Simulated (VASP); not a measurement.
# Ge in VASP: single point with PBEsol

Aim: the single point of Ge with PBEsol.

Everything below comes from runs of VASP 6.6.1. Logs are shortened: lines on timing, memory, paths and dates and some standing lists are left out, and cuts for length are marked.

### 1 The cell of the first run

The cell holds a slab with vacuum, 6 atoms: a = 3.997 Å, b = 3.997 Å, c = 24.426 Å, α = 90.00°, β = 90.00°, γ = 120.00°.

### 2 Single point, PBEsol

INCAR

```
SYSTEM = Ge
PREC = Accurate ; ENCUT = 520
EDIFF = 1E-7 ; ISMEAR = 0
SIGMA = 0.1 ; LREAL = .False.
LASPH = .True. ; NELM = 100
ALGO = Normal ; ISIF = 2
LWAVE = .False. ; LCHARG = .False.
LDIPOL = .True. ; IDIPOL = 3
DIPOL = 0.5 0.5 0.500 ; GGA = PS
NBANDS = 51
```

KPOINTS

```
regular mesh
0
Gamma
  9 9 1
  0 0 0
```

POSCAR

```
Ge
1.0
    3.9969678633      0.0000000000      0.0000000000
   -1.9984839317      3.4614757077      0.0000000000
    0.0000000000      0.0000000000     24.4263442914
Ge
6
Direct
    0.3333333333      0.6666666667      0.3479849419
    0.6666666667      0.3333333333      0.3819637946
    0.6666666667      0.3333333333      0.4830105737
    0.3333333333      0.6666666667      0.5166326882
    0.3333333333      0.6666666667      0.6195579303
    0.6666666667      0.3333333333      0.6512498936
```

Potentials or basis: VASP PAW PBE potentials, release 64 (Ge_d).

Started as:

```console
cat potpaw_PBE.64/Ge_d/POTCAR > POTCAR
mpirun -np 1 vasp_std > vasp.out
```

OUTCAR:

```text
SYSTEM = Ge
   PREC = Accurate
   ENCUT = 520
   EDIFF = 1E-7
   ISMEAR = 0
   LREAL = .False.
   LASPH = .True.
   NELM = 100
   ISIF = 2
   GGA = PS

 ion  position               nearest neighbor table
   1  0.333  0.667  0.348-   2 2.45   2 2.45   2 2.45
   2  0.667  0.333  0.382-   1 2.45   1 2.45   1 2.45   3 2.47
   3  0.667  0.333  0.483-   4 2.45   4 2.45   4 2.45   2 2.47
   4  0.333  0.667  0.517-   3 2.45   3 2.45   3 2.45   5 2.51
   5  0.333  0.667  0.620-   6 2.43   6 2.43   6 2.43   4 2.51
   6  0.667  0.333  0.651-   5 2.43   5 2.43   5 2.43

  LATTYP: Found a hexagonal cell.
 ALAT       =     3.9969678633
 C/A-ratio  =     6.1112185854

  Lattice vectors:

 A1 = (   3.9969678633,   0.0000000000,   0.0000000000)
 A2 = (  -1.9984839317,   3.4614757077,   0.0000000000)
 A3 = (   0.0000000000,   0.0000000000,  24.4263442914)

Analysis of symmetry for initial positions (statically):
=====================================================================
 Subroutine PRICEL returns:
 Original cell was already a primitive cell.

 Routine SETGRP: Setting up the symmetry group for a
 hexagonal supercell.

 Subroutine GETGRP returns: Found  6 space group operations
 (whereof  6 operations were pure point group operations)
 out of a pool of 24 trial point group operations.

The static configuration has the point symmetry C_3v.

Analysis of symmetry for dynamics (positions and initial velocities):
=====================================================================
 Subroutine PRICEL returns:
 Original cell was already a primitive cell.

 Routine SETGRP: Setting up the symmetry group for a
 hexagonal supercell.

 Subroutine GETGRP returns: Found  6 space group operations
 (whereof  6 operations were pure point group operations)
 out of a pool of 24 trial point group operations.

The dynamic configuration has the point symmetry C_3v.

 Subroutine INISYM returns: Found  6 space group operations
 (whereof  6 operations are pure point group operations),
 and found     1 'primitive' translations

----------------------------------------------------------------------------------------

                                     Primitive cell

  volume of cell :     337.9484

  direct lattice vectors                    reciprocal lattice vectors
     3.996967863  0.000000000  0.000000000     0.250189652  0.144447063  0.000000000
    -1.998483932  3.461475708  0.000000000     0.000000000  0.288894126  0.000000000
     0.000000000  0.000000000 24.426344291     0.000000000  0.000000000  0.040939405

  length of vectors
     3.996967863  3.996967863 24.426344291     0.288894126  0.288894126  0.040939405

  position of ions in fractional coordinates (direct lattice)
     0.333333333  0.666666667  0.347984942
     0.666666667  0.333333333  0.381963795
     0.666666667  0.333333333  0.483010574
     0.333333333  0.666666667  0.516632688
     0.333333333  0.666666667  0.619557930
     0.666666667  0.333333333  0.651249894

  ion indices of the primitive-cell ions
   primitive index   ion index
                 1           1
                 2           2
                 3           3
                 4           4
                 5           5
                 6           6

----------------------------------------------------------------------------------------

 KPOINTS: regular mesh

Automatic generation of k-mesh.
 Grid dimensions read from file:
 generate k-points for:    9    9    1

 Generating k-lattice:

  Cartesian coordinates                     Fractional coordinates (reciprocal lattice)
     0.027798850  0.016049674  0.000000000     0.111111111 -0.000000000  0.000000000
     0.000000000  0.032099347  0.000000000     0.000000000  0.111111111  0.000000000
     0.000000000  0.000000000  0.040939405     0.000000000  0.000000000  1.000000000

  Length of vectors
     0.032099347  0.032099347  0.040939405

  Shift w.r.t. Gamma in fractional coordinates (k-lattice)
     0.000000000  0.000000000  0.000000000

 Subroutine IBZKPT returns following result:
 ===========================================

 Found     12 irreducible k-points:

 Following reciprocal coordinates:
            Coordinates               Weight
  0.000000  0.000000  0.000000      1.000000
  0.111111 -0.000000  0.000000      6.000000
  0.222222  0.000000  0.000000      6.000000
  0.333333  0.000000  0.000000      6.000000
  0.444444  0.000000  0.000000      6.000000
  0.111111  0.111111  0.000000      6.000000
  0.222222  0.111111  0.000000     12.000000
  0.333333  0.111111  0.000000     12.000000
  0.444444  0.111111  0.000000      6.000000
  0.222222  0.222222  0.000000      6.000000
  0.333333  0.222222  0.000000     12.000000
  0.333333  0.333333  0.000000      2.000000
   k-points           NKPTS =     12   k-points in BZ     NKDIM =     12   number of bands    NBANDS=     51
   number of dos      NEDOS =    301   number of ions     NIONS =      6
   total plane-waves  NPLWV = 172800
   dimension x,y,z NGX =    30 NGY =   30 NGZ =  192
   dimension x,y,z NGXF=    60 NGYF=   60 NGZF=  384
   ions per type =               6
   NGX,Y,Z   is equivalent  to a cutoff of  12.48, 12.48, 13.07 a.u.
   NGXF,Y,Z  is equivalent  to a cutoff of  24.96, 24.96, 26.14 a.u.
 SYSTEM =  Ge
   PREC   = accura    normal or accurate (medium, high low for compatibility)
   ISTART =      0    job   : 0-new  1-cont  2-samecut
   ICHARG =      2    charge: 1-file 2-atom 10-const
   ISPIN  =      1    spin polarized calculation?
   LNONCOLLINEAR =      F non collinear calculations
   LSORBIT =      F    spin-orbit coupling
   LASPH  =      T    aspherical Exc in radial PAW
   ENCUT  =  520.0 eV  38.22 Ry    6.18 a.u.   7.43  7.43 45.42*2*pi/ulx,y,z
   NELM   =    100;   NELMIN=  2; NELMDL= -5     # of ELM steps
   EDIFF  = 0.1E-06   stopping-criterion for ELM
   LREAL  =      F    real-space projection
   EDIFFG = 0.1E-05   stopping-criterion for IOM
   NSW    =      0    number of steps for IOM
   IBRION =     -1    ionic relax: 0-MD 1-quasi-New 2-CG
   NFREE  =      0    steps in history (QN), initial steepest desc. (CG)
   ISIF   =      2    stress and relaxation
   ISYM   =      2    0-nonsym 1-usesym 2-fastsym
   POTIM  = 0.5000    time-step for ionic-motion
   TEBEG  =    0.0;   TEEND  =   0.0 temperature during run
   PSTRESS=    0.0 pullay stress
   NELECT =      84.0000    total number of electrons
   NUPDOWN=      -1.0000    fix difference up-down
   EMIN   =  10.00;   EMAX   =-10.00  energy-range for DOS
   EFERMI =   0.00;   METHOD = LEGACY
   ISMEAR =     0;   SIGMA  =   0.10  broadening in eV -4-tet -1-fermi 0-gaus
   EFERMI_NEDOS =   21; number of points for ismear=-14 and -15
   IALGO  =     38    algorithm
   IMIX   =      4    mixing-type and parameters
     AMIX     =   0.40;   BMIX     =  1.00
     AMIX_MAG =   1.60;   BMIX_MAG =  1.00
  volume/ion in A,a.u.               =      56.32       380.10
  Fermi-wavevector in a.u.,A,eV,Ry     =   1.029322  1.945136 14.415415  1.059503
  Thomas-Fermi vector in A             =   2.163363
   LORBIT       =      0    0 simple, 1 ext, 2 COOP (PROOUT), +10 PAW based schemes
   GGA     = PS    functional components
   LHFCALC =     F    Hartree Fock is set to
   AEXX    =    0.0000 exact exchange contribution
   IVDW    =     0    specifies the selected vdW correction
   LEPSILON=     F    determine dielectric tensor
   LRPA    =     F    only Hartree local field effects (RPA)
 non-spin polarized calculation
 Gauss-broadening in eV      SIGMA  =   0.10
  energy-cutoff  :      520.00
  volume of cell :      337.95
 maximum number of plane-waves:      9137
 NGX is ok and might be reduce to    30
   NGX = 15   NGY = 15   NGZ = 91

 dipolmoment           0.000000      0.000000      0.003108 electrons x Angstroem

 number of electron      84.0000071 magnetization

 dipolmoment           0.000000      0.000000     -0.006630 electrons x Angstroem

 Free energy of the ion-electron system (eV)
  ---------------------------------------------------
  ext. energy  EPLUGINS =         0.00000000
  ---------------------------------------------------
  free energy    TOTEN  =       -27.50537908 eV

  energy without entropy =      -27.47841923  energy(sigma->0) =      -27.49189916

 E-fermi :  -0.9422     XC(G=0):  -4.6601

 val. band max:       -0.9506743022   @ k =   0.2222   0.1111   0.0000
 cond. band min:      -0.9114972666   @ k =   0.3333   0.0000   0.0000
 fundamental gap:      0.0391770356
 Fermi energy:        -0.9421820197

 k-point     1 :       0.0000    0.0000    0.0000
  band No.  band energies     occupation
      1     -25.4777      2.00000
      2     -25.4777      2.00000
      3     -25.4390      2.00000
      4     -25.4135      2.00000
      5     -25.4135      2.00000
      6     -25.4123      2.00000
[... 43 lines left out ...]
     50       2.9312      0.00000
     51       3.2300      0.00000

 k-point     2 :       0.1111   -0.0000    0.0000
  band No.  band energies     occupation
      1     -25.4828      2.00000
      2     -25.4804      2.00000
      3     -25.4428      2.00000
      4     -25.4141      2.00000
      5     -25.4093      2.00000
      6     -25.4031      2.00000
[... 43 lines left out ...]
     50       3.3520      0.00000
     51       3.4213      0.00000

 k-point     3 :       0.2222    0.0000    0.0000
  band No.  band energies     occupation
      1     -25.4893      2.00000
      2     -25.4849      2.00000
      3     -25.4518      2.00000
      4     -25.4123      2.00000
      5     -25.4070      2.00000
      6     -25.3953      2.00000
[... 43 lines left out ...]
     50       3.8473      0.00000
     51       3.9940      0.00000
[... 379 lines left out ...]
 k-point    11 :       0.3333    0.2222    0.0000
  band No.  band energies     occupation
      1     -25.5024      2.00000
      2     -25.4854      2.00000
      3     -25.4714      2.00000
      4     -25.4249      2.00000
      5     -25.3823      2.00000
      6     -25.3718      2.00000
[... 43 lines left out ...]
     50       4.3695      0.00000
     51       4.7661      0.00000

 k-point    12 :       0.3333    0.3333    0.0000
  band No.  band energies     occupation
      1     -25.5058      2.00000
      2     -25.4850      2.00000
      3     -25.4733      2.00000
      4     -25.4288      2.00000
      5     -25.3783      2.00000
      6     -25.3691      2.00000
[... 43 lines left out ...]
     50       5.3639      0.00000
     51       5.7715      0.00000

------------------------ aborting loop because EDIFF is reached ----------------------------------------

 vacuum level on the upper side and lower side of the slab       (xc-potential included)        -0.107        -0.024

  FORCE on cell =-STRESS in cart. coord.  units (eV):
  Direction    XX          YY          ZZ          XY          YZ          ZX
  --------------------------------------------------------------------------------------
  -------------------------------------------------------------------------------------
  Total        0.1027952      0.1027952      0.3849860     -0.0000000      0.0000000     -0.0000000
  in kB        0.4873411      0.4873411      1.8251774     -0.0000000      0.0000000     -0.0000000
  external PRESSURE =       0.9332865 kB  Pullay stress =       0.0000000 kB

 VOLUME and BASIS-vectors are now :
 -----------------------------------------------------------------------------
  energy-cutoff  :      520.00
  volume of cell :      337.95
      direct lattice vectors                 reciprocal lattice vectors
     3.996967863  0.000000000  0.000000000     0.250189652  0.144447063  0.000000000
    -1.998483932  3.461475708  0.000000000     0.000000000  0.288894126  0.000000000
     0.000000000  0.000000000 24.426344291     0.000000000  0.000000000  0.040939405

 POSITION                                       TOTAL-FORCE (eV/Angst)
 -----------------------------------------------------------------------------------
     -0.00000      2.30765      8.50000         0.000000     -0.000000      0.138292
      1.99848      1.15383      9.32998         0.000000     -0.000000     -0.351928
      1.99848      1.15383     11.79818        -0.000000      0.000000      0.202959
     -0.00000      2.30765     12.61945         0.000000     -0.000000      0.009079
     -0.00000      2.30765     15.13354         0.000000     -0.000000     -0.005888
      1.99848      1.15383     15.90765        -0.000000      0.000000      0.007486
 -----------------------------------------------------------------------------------
    total drift:                               -0.000000      0.000000     -0.000369

  FREE ENERGIE OF THE ION-ELECTRON SYSTEM (eV)
  ---------------------------------------------------
  free  energy   TOTEN  =       -27.5053790844 eV

  energy  without entropy=      -27.4784192290  energy(sigma->0) =      -27.49189916

 vacuum level on the upper side and lower side of the slab         3.578         3.663
```

Wall time 4.9 min (1 thread of Intel Xeon 6975P-C (Granite Rapids), shared host); peak memory 0.48 GiB.

Results:

```
Free energy            : -27.5054 eV
Largest force          : 0.352 eV/Å
Band gap on the k mesh : zero (band 42 reaches -0.72 eV, above the bottom of band 43 at -1.11 eV)
```

Forces on the atoms (eV/Å):
```
Ge   0.000  0.000  0.138
Ge   0.000  0.000 -0.352
Ge   0.000  0.000  0.203
Ge   0.000  0.000  0.009
Ge   0.000  0.000 -0.006
Ge   0.000  0.000  0.007
```

Levels at points of the mesh, in eV from the Fermi level:
```csv
k point,band 39,band 40,band 41,band 42,band 43,band 44,band 45,band 46
"(0.00, 0.00, 0.00)",-0.35,-0.35,0.23,0.23,0.38,0.83,1.34,1.59
```

Caveat: the PAW data sets were made with another functional, which shifts forces and pressure a little.
